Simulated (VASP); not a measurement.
## MgO2: single point with r2SCAN

Crystal: MgO2.

```xyz
3
Lattice="1.4242 0.8223 3.4940 -1.4242 0.8223 3.4940 0.0000 -1.6446 3.4940" Properties=species:S:1:pos:R:3 pbc="T T T"
Mg    0.0000    0.0000    0.0000
O     0.0000    0.0000    4.4945
O     0.0000    0.0000    5.9874
```

This cell differs from its parent crystal: strain -0.1125 x Voigt [1, 1, 0, 0, 0, 0].

| Property | Result |
| --- | --- |
| Program | VASP 6.6.1 |
| Task | single point |
| Functional | r2SCAN |
| Potentials or basis | VASP PAW PBE potentials, release 64 (Mg_sv, O) |
| Cutoff | 920 eV |
| k mesh | 12 × 12 × 12 |
| Occupations | gaussian, width 0.05 eV |
| Spin | no spin polarisation |
| Dipole correction | no |
| Further INCAR settings | ALGO = Normal; EDIFF = 1e-06; NBANDS = 18 |

```json
{
 "Pressure": "36.0 GPa",
 "Largest force": "2.252 eV/Å",
 "Band gap on the k mesh": "2.31 eV"
}
```

Forces on the atoms (eV/Å):
```
Mg   0.000  0.000  0.000
O    0.000  0.000  2.252
O    0.000  0.000 -2.252
```

Stress tensor (GPa, compression positive):
```
50.67  0.00  0.00
 0.00 50.67  0.00
 0.00  0.00  6.65
```

Levels at points of the mesh, in eV from the valence-band top:
| k point | band 7 | band 8 | band 9 | band 10 | band 11 | band 12 | band 13 | band 14 | band 15 | band 16 |
| --- | --- | --- | --- | --- | --- | --- | --- | --- | --- | --- |
| (0.00, 0.00, 0.00) | -8.77 | -3.20 | -3.20 | -0.97 | -0.97 | 5.37 | 7.75 | 14.71 | 16.31 | 18.46 |
| (0.50, 0.00, 0.00) | -7.38 | -7.13 | -3.89 | -2.04 | -1.42 | 4.41 | 11.48 | 15.00 | 15.75 | 16.24 |
| (0.50, 0.50, 0.00) | -6.69 | -6.43 | -4.44 | -3.00 | -0.50 | 3.73 | 10.46 | 15.16 | 15.71 | 16.30 |
| (0.50, 0.50, 0.50) | -5.31 | -3.85 | -3.85 | 0.00 | 0.00 | 2.31 | 7.68 | 12.91 | 18.98 | 18.98 |

Wall time 14 min on 1 thread of Intel(R) Xeon(R) Platinum 8375C CPU @ 2.90GHz (Ice Lake) (shared host), peak memory 0.37 GiB.

Caveat: the cell differs from its parent crystal (strain -0.1125 x Voigt [1, 1, 0, 0, 0, 0]); the stress differs along the axes, from 7 to 51 GPa; the PAW data sets were made with another functional, which shifts forces and pressure a little. A k mesh can miss the band edges.
